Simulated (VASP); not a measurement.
# WC (P1) in VASP: single point with PBE

Aim: the single point of WC with PBE.

Everything below comes from runs of VASP 6.6.1. Logs are shortened: lines on timing, memory, paths and dates and some standing lists are left out, and cuts for length are marked.

### Step 1. The cell of the first run

The typed cell holds 16 atoms: a = 5.999 Å, b = 5.195 Å, c = 5.888 Å, α = 90.00°, β = 90.00°, γ = 90.00°.

### Step 2. Single point, PBE

INCAR reads:

```
PREC = Accurate ; ENCUT = 520
EDIFF = 1E-6 ; ISMEAR = -1
SIGMA = 0.3 ; LREAL = Auto
LASPH = T ; NELM = 80
ALGO = Normal ; ISIF = 2
LWAVE = F ; LCHARG = F
GGA = PE ; NBANDS = 86
```

KPOINTS reads:

```
regular mesh
0
Gamma
  3 3 3
```

POSCAR reads:

```
WC
1.0
   -2.9993780000     -5.1950750000      0.0000000000
    4.4990670000     -2.5975380000      0.0000000000
    0.0000000000      0.0000000000      5.8881830000
W C
8 8
Direct
    0.7831871686      0.4894957918      0.0118882175
    0.7775868395      0.5036992913      0.5001882584
    0.5345776249     -0.0069569163     -0.0076254423
    0.5333985679     -0.0148777669      0.4977936318
    0.2864529395      0.4888303830      0.0035155157
    0.2810882255      0.5025241544      0.5007996525
    0.0256279690     -0.0007850591     -0.0018171990
    0.0358320604     -0.0082964104      0.4870093202
    0.5271530957      0.6888831391      0.2391399860
    0.5262126080      0.6518041451      0.7528808123
    0.2829113644      0.1568232085      0.2440820878
    0.2868698967      0.1651522987      0.7411284602
    0.0338541765      0.6627910792      0.2331619109
    0.0357495366      0.6651215405      0.7703564920
    0.7765444741      0.1353948300      0.2527435034
    0.7744141784      0.1591354051      0.7418417532
```

Potentials or basis: VASP PAW PBE potentials, release 64 (W_sv, C).

Run with:

```sh
cat potpaw_PBE.64/W_sv/POTCAR potpaw_PBE.64/C/POTCAR > POTCAR
mpirun -np 1 vasp_std > vasp.out
```

OUTCAR:

```text
PREC = Accurate
   ENCUT = 520
   EDIFF = 1E-6
   ISMEAR = -1
   LREAL = Auto
   LASPH = T
   NELM = 80
   ISIF = 2
   GGA = PE

 ion  position               nearest neighbor table
   1  0.783  0.489  0.012-  13 2.18  14 2.27   9 2.29  15 2.32  10 2.33  16 2.34   2 2.88   7 2.93
                             5 2.98   3 2.98   3 3.01   2 3.01   5 3.02   7 3.02
   2  0.778  0.504  0.500-  10 2.25  16 2.29  13 2.35   9 2.35  14 2.37  15 2.40   1 2.88   4 2.90
                             8 2.97   6 2.98   1 3.01   6 3.02   4 3.07   8 3.08
   3  0.535  0.993  0.992-   9 2.15  16 2.23  15 2.24  10 2.27  12 2.28  11 2.28   4 2.91   7 2.95
                             5 2.98   4 2.98   1 2.98   1 3.01   5 3.01   7 3.05
   4  0.533  0.985  0.498-   9 2.17  15 2.20  16 2.23  12 2.26  10 2.29  11 2.30   2 2.90   3 2.91
                             6 2.93   3 2.98   8 2.99   8 3.01   2 3.07   6 3.08
   5  0.286  0.489  0.004-  13 2.22  10 2.23  11 2.23  14 2.23   9 2.26  12 2.28   6 2.93   6 2.96
                             3 2.98   1 2.98   7 2.99   3 3.01   1 3.02   7 3.08
   6  0.281  0.503  0.501-  10 2.23  12 2.25  13 2.32  14 2.32   9 2.34  11 2.35   4 2.93   5 2.93
                             8 2.94   5 2.96   2 2.98   2 3.02   8 3.04   4 3.08
   7  0.026  0.999  0.998-  14 2.19  13 2.23  15 2.23  11 2.27  16 2.29  12 2.34   8 2.88   1 2.93
                             3 2.95   5 2.99   8 3.01   1 3.02   3 3.05   5 3.08
   8  0.036  0.992  0.487-  15 2.21  11 2.23  13 2.27  12 2.31  16 2.34  14 2.38   7 2.88   6 2.94
                             2 2.97   4 2.99   7 3.01   4 3.01   6 3.04   2 3.08
   9  0.527  0.689  0.239-   3 2.15   4 2.17   5 2.26   1 2.29   6 2.34   2 2.35
  10  0.526  0.652  0.753-   5 2.23   6 2.23   2 2.25   3 2.27   4 2.29   1 2.33
  11  0.283  0.157  0.244-   8 2.23   5 2.23   7 2.27   3 2.28   4 2.30   6 2.35
  12  0.287  0.165  0.741-   6 2.25   4 2.26   3 2.28   5 2.28   8 2.31   7 2.34
  13  0.034  0.663  0.233-   1 2.18   5 2.22   7 2.23   8 2.27   6 2.32   2 2.35
  14  0.036  0.665  0.770-   7 2.19   5 2.23   1 2.27   6 2.32   2 2.37   8 2.38
  15  0.777  0.135  0.253-   4 2.20   8 2.21   7 2.23   3 2.24   1 2.32   2 2.40
  16  0.774  0.159  0.742-   4 2.23   3 2.23   2 2.29   7 2.29   8 2.34   1 2.34

  LATTYP: Found a simple orthorhombic cell.
 ALAT       =     5.1950753153
 B/A-ratio  =     1.1334162919
 C/A-ratio  =     1.1547004731

  Lattice vectors:

 A1 = (   4.4990670000,  -2.5975380000,   0.0000000000)
 A2 = (   0.0000000000,   0.0000000000,   5.8881830000)
 A3 = (  -2.9993780000,  -5.1950750000,   0.0000000000)

Analysis of symmetry for initial positions (statically):
=====================================================================
 Subroutine PRICEL returns:
 Original cell was already a primitive cell.

 Routine SETGRP: Setting up the symmetry group for a
 simple orthorhombic supercell.

 Subroutine GETGRP returns: Found  1 space group operations
 (whereof  1 operations were pure point group operations)
 out of a pool of  8 trial point group operations.

The static configuration has the point symmetry C_1 .

Analysis of symmetry for dynamics (positions and initial velocities):
=====================================================================
 Subroutine PRICEL returns:
 Original cell was already a primitive cell.

 Routine SETGRP: Setting up the symmetry group for a
 simple orthorhombic supercell.

 Subroutine GETGRP returns: Found  1 space group operations
 (whereof  1 operations were pure point group operations)
 out of a pool of  8 trial point group operations.

The dynamic configuration has the point symmetry C_1 .

 Subroutine INISYM returns: Found  1 space group operations
 (whereof  1 operations are pure point group operations),
 and found     1 'primitive' translations

----------------------------------------------------------------------------------------

                                     Primitive cell

  volume of cell :     183.4993

  direct lattice vectors                    reciprocal lattice vectors
    -2.999378000 -5.195075000  0.000000000    -0.083350627 -0.144367495  0.000000000
     4.499067000 -2.597538000  0.000000000     0.166701221 -0.096244997  0.000000000
     0.000000000  0.000000000  5.888183000     0.000000000  0.000000000  0.169831678

  length of vectors
     5.998755925  5.195075315  5.888183000     0.166701231  0.192489991  0.169831678

  position of ions in fractional coordinates (direct lattice)
     0.783187169  0.489495792  0.011888218
[... 47 lines left out ...]
     0.055567074 -0.032081666  0.000000000    -0.000000000  0.333333333  0.000000000
     0.000000000  0.000000000  0.056610559     0.000000000  0.000000000  0.333333333

  Length of vectors
     0.055567077  0.064163330  0.056610559

  Shift w.r.t. Gamma in fractional coordinates (k-lattice)
     0.000000000  0.000000000  0.000000000

 Subroutine IBZKPT returns following result:
 ===========================================

 Found     14 irreducible k-points:

 Following reciprocal coordinates:
            Coordinates               Weight
  0.000000  0.000000  0.000000      1.000000
  0.333333  0.000000  0.000000      2.000000
  0.000000  0.333333  0.000000      2.000000
  0.333333  0.333333  0.000000      2.000000
 -0.333333  0.333333  0.000000      2.000000
  0.000000  0.000000  0.333333      2.000000
  0.333333  0.000000  0.333333      2.000000
 -0.333333  0.000000  0.333333      2.000000
  0.000000  0.333333  0.333333      2.000000
  0.000000  0.333333 -0.333333      2.000000
  0.333333  0.333333  0.333333      2.000000
 -0.333333  0.333333 -0.333333      2.000000
 -0.333333 -0.333333  0.333333      2.000000
  0.333333 -0.333333 -0.333333      2.000000
   k-points           NKPTS =     14   k-points in BZ     NKDIM =     14   number of bands    NBANDS=     86
   number of dos      NEDOS =    301   number of ions     NIONS =     16
   total plane-waves  NPLWV =  92160
   dimension x,y,z NGX =    48 NGY =   40 NGZ =   48
   dimension x,y,z NGXF=    96 NGYF=   80 NGZF=   96
   ions per type =               8   8
   NGX,Y,Z   is equivalent  to a cutoff of  13.30, 12.80, 13.55 a.u.
   NGXF,Y,Z  is equivalent  to a cutoff of  26.60, 25.60, 27.10 a.u.
 SYSTEM =  unknown system
   PREC   = accura    normal or accurate (medium, high low for compatibility)
   ISTART =      0    job   : 0-new  1-cont  2-samecut
   ICHARG =      2    charge: 1-file 2-atom 10-const
   ISPIN  =      1    spin polarized calculation?
   LNONCOLLINEAR =      F non collinear calculations
   LSORBIT =      F    spin-orbit coupling
   LASPH  =      T    aspherical Exc in radial PAW
   ENCUT  =  520.0 eV  38.22 Ry    6.18 a.u.  11.15  9.66 10.95*2*pi/ulx,y,z
   NELM   =     80;   NELMIN=  2; NELMDL= -5     # of ELM steps
   EDIFF  = 0.1E-05   stopping-criterion for ELM
   LREAL  =      T    real-space projection
   EDIFFG = 0.1E-04   stopping-criterion for IOM
   NSW    =      0    number of steps for IOM
   IBRION =     -1    ionic relax: 0-MD 1-quasi-New 2-CG
   NFREE  =      0    steps in history (QN), initial steepest desc. (CG)
   ISIF   =      2    stress and relaxation
   ISYM   =      2    0-nonsym 1-usesym 2-fastsym
   POTIM  = 0.5000    time-step for ionic-motion
   TEBEG  =    0.0;   TEEND  =   0.0 temperature during run
   PSTRESS=    0.0 pullay stress
   NELECT =     144.0000    total number of electrons
   NUPDOWN=      -1.0000    fix difference up-down
   EMIN   =  10.00;   EMAX   =-10.00  energy-range for DOS
   EFERMI =   0.00;   METHOD = LEGACY
   ISMEAR =    -1;   SIGMA  =   0.30  broadening in eV -4-tet -1-fermi 0-gaus
   EFERMI_NEDOS =   21; number of points for ismear=-14 and -15
   IALGO  =     38    algorithm
   IMIX   =      4    mixing-type and parameters
     AMIX     =   0.40;   BMIX     =  1.00
     AMIX_MAG =   1.60;   BMIX_MAG =  1.00
  volume/ion in A,a.u.               =      11.47        77.39
  Fermi-wavevector in a.u.,A,eV,Ry     =   1.510025  2.853534 31.023682  2.280176
  Thomas-Fermi vector in A             =   2.620270
   LORBIT       =      0    0 simple, 1 ext, 2 COOP (PROOUT), +10 PAW based schemes
   GGA     = PE    functional components
   LHFCALC =     F    Hartree Fock is set to
   AEXX    =    0.0000 exact exchange contribution
   IVDW    =     0    specifies the selected vdW correction
   LEPSILON=     F    determine dielectric tensor
   LRPA    =     F    only Hartree local field effects (RPA)
 non-spin polarized calculation
  energy-cutoff  :      520.00
  volume of cell :      183.50
 maximum number of plane-waves:      4954
 NGX is ok and might be reduce to    48
   NGX = 23   NGY = 19   NGZ = 21

 number of electron     144.0000006 magnetization

 Free energy of the ion-electron system (eV)
  ---------------------------------------------------
  ext. energy  EPLUGINS =         0.00000000
  ---------------------------------------------------
  free energy    TOTEN  =      -177.83869686 eV

  energy without entropy =     -176.69165280  energy(sigma->0) =     -177.26517483

 E-fermi :   9.9234     XC(G=0): -13.2451

 val. band max:        9.9211999434   @ k =  -0.3333   0.0000   0.3333
 cond. band min:       9.9235592483   @ k =   0.3333   0.0000   0.3333
 fundamental gap:      0.0023593049
 Fermi energy:         9.9234140552

 k-point     1 :       0.0000    0.0000    0.0000
  band No.  band energies     occupation
      1     -64.5146      2.00000
      2     -64.4874      2.00000
      3     -64.4786      2.00000
      4     -64.4325      2.00000
      5     -64.4262      2.00000
      6     -64.3995      2.00000
[... 1207 lines left out ...]
     83      13.2043      0.00004
     84      13.3569      0.00002
 [bands above 84 left out]

------------------------ aborting loop because EDIFF is reached ----------------------------------------

  FORCE on cell =-STRESS in cart. coord.  units (eV):
  Direction    XX          YY          ZZ          XY          YZ          ZX
  --------------------------------------------------------------------------------------
  -------------------------------------------------------------------------------------
  Total      -24.3893931    -24.2514022    -35.9581627     -0.4230395     -0.2847426      0.3896258
  in kB     -212.9498003   -211.7449672   -313.9595775     -3.6936622     -2.4861580      3.4019188
  external PRESSURE =    -246.2181150 kB  Pullay stress =       0.0000000 kB

 VOLUME and BASIS-vectors are now :
 -----------------------------------------------------------------------------
  energy-cutoff  :      520.00
  volume of cell :      183.50
      direct lattice vectors                 reciprocal lattice vectors
    -2.999378000 -5.195075000  0.000000000    -0.083350627 -0.144367495  0.000000000
     4.499067000 -2.597538000  0.000000000     0.166701221 -0.096244997  0.000000000
     0.000000000  0.000000000  5.888183000     0.000000000  0.000000000  0.169831678

 POSITION                                       TOTAL-FORCE (eV/Angst)
 -----------------------------------------------------------------------------------
     -0.14680     -5.34020      0.07000         0.501564      0.098621     -1.705830
     -0.06610     -5.34800      2.94520        -1.225277      0.092192      0.293410
      2.86437     -5.35664      5.84328         0.594655      0.327010      0.276838
      2.83227     -5.32994      2.93110         1.332566     -0.289639      0.189428
      1.34010     -2.75790      0.02070         0.777037      0.156371     -0.659373
      1.41780     -2.76560      2.94880        -0.574047      0.529634     -0.145562
[... 8 lines left out ...]
     -1.72000     -4.38590      1.48820         1.235016     -1.195552     -0.392231
     -1.60680     -4.43650      4.36810        -0.224678     -0.737216      0.212299
 -----------------------------------------------------------------------------------
    total drift:                                0.002692      0.010562     -0.009461

  FREE ENERGIE OF THE ION-ELECTRON SYSTEM (eV)
  ---------------------------------------------------
  free  energy   TOTEN  =      -177.8386968611 eV

  energy  without entropy=     -176.6916528049  energy(sigma->0) =     -177.26517483
```

Wall time 10 min (1 thread of Intel Xeon 8259CL, shared host); peak memory 0.37 GiB.

Results:

| Property | Result |
| --- | --- |
| Free energy | -177.8387 eV |
| Pressure | -24.6 GPa |
| Largest force | 2.580 eV/Å |
| Band gap on the k mesh | zero (filled and empty bands overlap) |

Forces in eV/Å, atoms in the order of the input:
```
W    0.502  0.099 -1.706
W   -1.225  0.092  0.293
W    0.595  0.327  0.277
W    1.333 -0.290  0.189
W    0.777  0.156 -0.659
W   -0.574  0.530 -0.146
W   -0.927 -0.417 -0.516
W    0.437  0.228  1.652
C   -2.268  0.940  0.791
C    0.119 -0.769 -0.320
C    0.331 -0.118  0.186
C    0.024  0.539  0.203
C   -0.042  0.138  1.413
C   -0.089  0.477 -1.478
C    1.235 -1.196 -0.392
C   -0.225 -0.737  0.212
```

Stress tensor (GPa, compression positive):
```
-21.29  -0.37   0.34
 -0.37 -21.17  -0.25
  0.34  -0.25 -31.40
```

Caveat: the k points lie up to 0.40 Å⁻¹ apart; the atoms stand as in a frame of molecular dynamics; so wide a smearing shifts energies and pressures; spin-orbit coupling is left out, which moves the levels of the heavy elements; forces of over 1 eV/Å act on the atoms, so gaps and moduli don't describe the material at rest.
